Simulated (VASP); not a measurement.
# Si2W3 (P4/mbm) in VASP: a series of runs, part 2 of 2

VASP 6.6.1. The steps go on from the part before.

**3. Single point, PBEsol (strain +0.0100 x Voigt [1, 1, 0, 0, 0, 0])**

INCAR reads:

```
SYSTEM = Si2W3
PREC     = Accurate       ! precision mode
ENCUT    = 520            ! plane-wave cutoff, eV
EDIFF    = 1E-6           ! SCF threshold, eV
ISMEAR   = 0              ! smearing method
SIGMA    = 0.15           ! smearing width, eV
LREAL    = .FALSE.        ! projectors in reciprocal space
LASPH    = .TRUE.         ! aspherical terms in the spheres
NELM     = 60             ! most SCF steps
ALGO     = Fast           ! electronic algorithm
ISIF     = 2              ! what is computed and relaxed
LWAVE    = .FALSE.        ! write WAVECAR
LCHARG   = .FALSE.        ! write CHGCAR
GGA      = PS             ! functional
NBANDS   = 61             ! bands
```

KPOINTS reads:

```
Automatic mesh
0
G
  6 6 12
  0 0 0
```

POSCAR reads:

```
Si2W3
1.0
    6.6482619828      0.0000000000      0.0000000000
    0.0000000000      6.6482619828      0.0000000000
    0.0000000000      0.0000000000      3.2749106405
Si W
4 6
Direct
    0.1340783106      0.6340783106      0.0000000000
    0.8659216894      0.3659216894      0.0000000000
    0.6340783106      0.8659216894      0.0000000000
    0.3659216894      0.1340783106      0.0000000000
    0.5000000000      0.5000000000      0.0000000000
    0.0000000000      0.0000000000      0.0000000000
    0.6598576525      0.1598576525      0.5000000000
    0.3401423475      0.8401423475      0.5000000000
    0.1598576525      0.3401423475      0.5000000000
    0.8401423475      0.6598576525      0.5000000000
```

Potentials or basis: VASP PAW PBE potentials, release 64 (Si, W_sv).

Command:

```bash
$ cat potpaw_PBE.64/Si/POTCAR potpaw_PBE.64/W_sv/POTCAR > POTCAR
$ mpirun -np 1 vasp_std > vasp.out
```

OUTCAR:

```text
SYSTEM = Si2W3
   PREC = Accurate
   ENCUT = 520
   EDIFF = 1E-6
   ISMEAR = 0
   LREAL = .FALSE.
   LASPH = .TRUE.
   NELM = 60
   ISIF = 2
   GGA = PS

 ion  position               nearest neighbor table
   1  0.134  0.634  0.000-   2 2.52   8 2.54   8 2.54  10 2.56   9 2.56   9 2.56  10 2.56   5 2.59
                             6 2.59
   2  0.866  0.366  0.000-   1 2.52   7 2.54   7 2.54  10 2.56   9 2.56   9 2.56  10 2.56   5 2.59
                             6 2.59
   3  0.634  0.866  0.000-   4 2.52  10 2.54  10 2.54   7 2.56   7 2.56   8 2.56   8 2.56   5 2.59
                             6 2.59
   4  0.366  0.134  0.000-   3 2.52   9 2.54   9 2.54   7 2.56   7 2.56   8 2.56   8 2.56   5 2.59
                             6 2.59
   5  0.500  0.500  0.000-   1 2.59   2 2.59   3 2.59   4 2.59   7 2.99   8 2.99   9 2.99  10 2.99
                             7 2.99   8 2.99   9 2.99  10 2.99
   6  0.000  0.000  0.000-   1 2.59   2 2.59   3 2.59   4 2.59   7 2.99   8 2.99   9 2.99  10 2.99
                             7 2.99   8 2.99   9 2.99  10 2.99
   7  0.660  0.160  0.500-   2 2.54   2 2.54   4 2.56   3 2.56   3 2.56   4 2.56   6 2.99   5 2.99
                             5 2.99   6 2.99   8 3.01
   8  0.340  0.840  0.500-   1 2.54   1 2.54   4 2.56   3 2.56   3 2.56   4 2.56   6 2.99   5 2.99
                             5 2.99   6 2.99   7 3.01
   9  0.160  0.340  0.500-   4 2.54   4 2.54   1 2.56   1 2.56   2 2.56   2 2.56   6 2.99   5 2.99
                             5 2.99   6 2.99  10 3.01
  10  0.840  0.660  0.500-   3 2.54   3 2.54   1 2.56   1 2.56   2 2.56   2 2.56   6 2.99   5 2.99
                             5 2.99   6 2.99   9 3.01

  LATTYP: Found a simple tetragonal cell.
 ALAT       =     6.6482619828
 C/A-ratio  =     0.4925965085

  Lattice vectors:

 A1 = (   6.6482619828,   0.0000000000,   0.0000000000)
 A2 = (   0.0000000000,   6.6482619828,   0.0000000000)
 A3 = (   0.0000000000,   0.0000000000,   3.2749106405)

Analysis of symmetry for initial positions (statically):
=====================================================================
 Subroutine PRICEL returns:
 Original cell was already a primitive cell.

 Routine SETGRP: Setting up the symmetry group for a
 simple tetragonal supercell.

 Subroutine GETGRP returns: Found 16 space group operations
 (whereof  8 operations were pure point group operations)
 out of a pool of 16 trial point group operations.

The static configuration has the point symmetry C_4h.
 The point group associated with its full space group is D_4h.

Analysis of symmetry for dynamics (positions and initial velocities):
=====================================================================
 Subroutine PRICEL returns:
 Original cell was already a primitive cell.

 Routine SETGRP: Setting up the symmetry group for a
 simple tetragonal supercell.

 Subroutine GETGRP returns: Found 16 space group operations
 (whereof  8 operations were pure point group operations)
 out of a pool of 16 trial point group operations.

The dynamic configuration has the point symmetry C_4h.
 The point group associated with its full space group is D_4h.

 Subroutine INISYM returns: Found 16 space group operations
 (whereof  8 operations are pure point group operations),
 and found     1 'primitive' translations

----------------------------------------------------------------------------------------

                                     Primitive cell

  volume of cell :     144.7490

  direct lattice vectors                    reciprocal lattice vectors
[... 92 lines left out ...]
   NGXF,Y,Z  is equivalent  to a cutoff of  25.01, 25.01, 24.37 a.u.
 SYSTEM =  Si2W3
   PREC   = accura    normal or accurate (medium, high low for compatibility)
   ISTART =      0    job   : 0-new  1-cont  2-samecut
   ICHARG =      2    charge: 1-file 2-atom 10-const
   ISPIN  =      1    spin polarized calculation?
   LNONCOLLINEAR =      F non collinear calculations
   LSORBIT =      F    spin-orbit coupling
   LASPH  =      T    aspherical Exc in radial PAW
   ENCUT  =  520.0 eV  38.22 Ry    6.18 a.u.  12.36 12.36  6.09*2*pi/ulx,y,z
   NELM   =     60;   NELMIN=  2; NELMDL= -5     # of ELM steps
   EDIFF  = 0.1E-05   stopping-criterion for ELM
   LREAL  =      F    real-space projection
   EDIFFG = 0.1E-04   stopping-criterion for IOM
   NSW    =      0    number of steps for IOM
   IBRION =     -1    ionic relax: 0-MD 1-quasi-New 2-CG
   NFREE  =      0    steps in history (QN), initial steepest desc. (CG)
   ISIF   =      2    stress and relaxation
   ISYM   =      2    0-nonsym 1-usesym 2-fastsym
   POTIM  = 0.5000    time-step for ionic-motion
   TEBEG  =    0.0;   TEEND  =   0.0 temperature during run
   PSTRESS=    0.0 pullay stress
   NELECT =     100.0000    total number of electrons
   NUPDOWN=      -1.0000    fix difference up-down
   EMIN   =  10.00;   EMAX   =-10.00  energy-range for DOS
   EFERMI =   0.00;   METHOD = LEGACY
   ISMEAR =     0;   SIGMA  =   0.15  broadening in eV -4-tet -1-fermi 0-gaus
   EFERMI_NEDOS =   21; number of points for ismear=-14 and -15
   IALGO  =     68    algorithm
   IMIX   =      4    mixing-type and parameters
     AMIX     =   0.40;   BMIX     =  1.00
     AMIX_MAG =   1.60;   BMIX_MAG =  1.00
  volume/ion in A,a.u.               =      14.47        97.68
  Fermi-wavevector in a.u.,A,eV,Ry     =   1.447226  2.734860 28.496888  2.094462
  Thomas-Fermi vector in A             =   2.565205
   LORBIT       =      0    0 simple, 1 ext, 2 COOP (PROOUT), +10 PAW based schemes
   GGA     = PS    functional components
   LHFCALC =     F    Hartree Fock is set to
   AEXX    =    0.0000 exact exchange contribution
   IVDW    =     0    specifies the selected vdW correction
   LEPSILON=     F    determine dielectric tensor
   LRPA    =     F    only Hartree local field effects (RPA)
 non-spin polarized calculation
 RMM-DIIS sequential band-by-band and
 Gauss-broadening in eV      SIGMA  =   0.15
  energy-cutoff  :      520.00
  volume of cell :      144.75
 maximum number of plane-waves:      3934
 NGX is ok and might be reduce to    50
   NGX = 25   NGY = 25   NGZ = 13

 number of electron     100.0000000 magnetization

 number of electron      99.9999981 magnetization

 Free energy of the ion-electron system (eV)
  ---------------------------------------------------
  ext. energy  EPLUGINS =         0.00000000
  ---------------------------------------------------
  free energy    TOTEN  =      -106.22657750 eV

  energy without entropy =     -106.16050885  energy(sigma->0) =     -106.19354318

 E-fermi :  11.6575     XC(G=0): -13.0760

 val. band max:       11.6528219994   @ k =   0.3333   0.3333   0.0000
 cond. band min:      11.6603188515   @ k =   0.3333   0.0000   0.2500
 fundamental gap:      0.0074968522
 Fermi energy:        11.6574507956

 k-point     1 :       0.0000    0.0000    0.0000
  band No.  band energies     occupation
      1     -62.6306      2.00000
      2     -62.6239      2.00000
      3     -62.6163      2.00000
      4     -62.6163      2.00000
      5     -62.3849      2.00000
      6     -62.3818      2.00000
[... 1525 lines left out ...]
     60      13.8938      0.00000
     61      14.4459      0.00000

 [... further k-points ...]

------------------------ aborting loop because EDIFF is reached ----------------------------------------

  FORCE on cell =-STRESS in cart. coord.  units (eV):
  Direction    XX          YY          ZZ          XY          YZ          ZX
  --------------------------------------------------------------------------------------
  -------------------------------------------------------------------------------------
  Total       -4.8766442     -4.8766442     -3.4622721      0.0000000      0.0000000      0.0000000
  in kB      -53.9778951    -53.9778951    -38.3226979      0.0000000      0.0000000      0.0000000
  external PRESSURE =     -48.7594960 kB  Pullay stress =       0.0000000 kB

 VOLUME and BASIS-vectors are now :
 -----------------------------------------------------------------------------
  energy-cutoff  :      520.00
  volume of cell :      144.75
      direct lattice vectors                 reciprocal lattice vectors
     6.648261983  0.000000000  0.000000000     0.150415252  0.000000000  0.000000000
     0.000000000  6.648261983  0.000000000     0.000000000  0.150415252  0.000000000
     0.000000000  0.000000000  3.274910640     0.000000000  0.000000000  0.305351843

 POSITION                                       TOTAL-FORCE (eV/Angst)
 -----------------------------------------------------------------------------------
      0.89139      4.21552      0.00000         0.021055      0.021055      0.000000
      5.75687      2.43274      0.00000        -0.021055     -0.021055     -0.000000
      4.21552      5.75687      0.00000         0.021055     -0.021055     -0.000000
      2.43274      0.89139      0.00000        -0.021055      0.021055      0.000000
      3.32413      3.32413      0.00000         0.000000      0.000000     -0.000000
      0.00000      0.00000      0.00000         0.000000      0.000000     -0.000000
      4.38691      1.06278      1.63746        -0.054358     -0.054358     -0.000000
      2.26136      5.58549      1.63746         0.054358      0.054358      0.000000
      1.06278      2.26136      1.63746        -0.054358      0.054358      0.000000
      5.58549      4.38691      1.63746         0.054358     -0.054358     -0.000000
 -----------------------------------------------------------------------------------
    total drift:                               -0.000000      0.000000      0.000000

  FREE ENERGIE OF THE ION-ELECTRON SYSTEM (eV)
  ---------------------------------------------------
  free  energy   TOTEN  =      -106.2265775034 eV

  energy  without entropy=     -106.1605088516  energy(sigma->0) =     -106.19354318
```

Run time: 11 min. Hardware: 1 thread of AMD EPYC 7R13 (Zen 3), shared host; peak memory 0.51 GiB.

What came out:

```
Free energy            : -106.2266 eV
Pressure               : -4.9 GPa
Largest force          : 0.077 eV/Å
Band gap on the k mesh : zero (bands 50 and 51 overlap by 1.62 eV)
```

Forces on the atoms (eV/Å):
```
Si   0.021  0.021  0.000
Si  -0.021 -0.021  0.000
Si   0.021 -0.021  0.000
Si  -0.021  0.021  0.000
W    0.000  0.000  0.000
W    0.000  0.000  0.000
W   -0.054 -0.054  0.000
W    0.054  0.054  0.000
W   -0.054  0.054  0.000
W    0.054 -0.054  0.000
```

Stress tensor (GPa, compression positive):
```
-5.40  0.00  0.00
 0.00 -5.40  0.00
 0.00  0.00 -3.83
```

Caveat: the cell differs from its parent crystal (strain +0.0100 x Voigt [1, 1, 0, 0, 0, 0]); the cell stands under tension; the PAW data sets were made with another functional, which shifts forces and pressure a little; spin-orbit coupling is left out, which moves the levels of the heavy elements.
